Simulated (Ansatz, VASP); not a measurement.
V in VASP and in Ansatz

```
V
1.0
    -1.46761    1.46761    1.46761
     1.46761   -1.46761    1.46761
     1.46761    1.46761   -1.46761
V
1
Direct
  0.00000 0.00000 0.00000
```

Change from the starting cell: strain -0.030 along x and y, -0.030 along z, atoms carried along.

Alike in both runs: task single point; functional PBE; k mesh 22 × 22 × 22; occupations gaussian, width 0.15 eV; no spin polarisation.

|  | VASP | Ansatz |
| --- | --- | --- |
| version | VASP 6.6.1 | Ansatz 0.2.0 |
| potentials or method | VASP PAW PBE potentials, release 64 (V_sv), cutoff 520 eV | scalar-relativistic, plane waves, PAW |
| valence electrons in the cell | 13 | 13 |

VASP gave:

| Item | Value |
| --- | --- |
| gap on the k mesh at the Fermi level (eV) | none |
| pressure (GPa) | 13.1 |

Task: Estimate Ansatz's values.

Result: gap on the k mesh at the Fermi level (eV): none; pressure (GPa): 12.8.

A gap of «none» marks a metal or a gap that the smearing closes. The functional is the same, so the differences come from potentials, cutoffs and numerics.
